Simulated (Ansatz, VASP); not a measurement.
## Si2F in VASP and in Ansatz

```
CELL_PARAMETERS angstrom
4.12076 0.00000 0.00000
-2.06038 3.56868 0.00000
0.00000 0.00000 2.87717
ATOMIC_POSITIONS crystal
Si 0.33333 0.66667 0.50000
Si 0.66667 0.33333 0.50000
F 0.00000 0.00000 0.00000
```

Alike in both runs: task relaxation of cell and atoms; functional PBE; k mesh 12 × 12 × 16; occupations gaussian, width 0.1 eV; no spin polarisation.

|  | VASP | Ansatz |
| --- | --- | --- |
| version | VASP 6.6.1 | Ansatz 0.2.0 |
| potentials or method | VASP PAW PBE potentials, release 64 (Si, F), cutoff 600 eV | scalar-relativistic, plane waves, PAW |
| valence electrons in the cell | 15 | 15 |

```tsv
	VASP	Ansatz	Ansatz less VASP
gap on the k mesh at the Fermi level, each at its own relaxed structure (eV)	none	none	-
relaxed volume (Å³/atom)	13.86	13.91	+0.051
relaxed cell length with the largest relative difference (Å)	2.779	2.790	+0.0109
```

A gap of «none» marks a metal or a gap that the smearing closes.
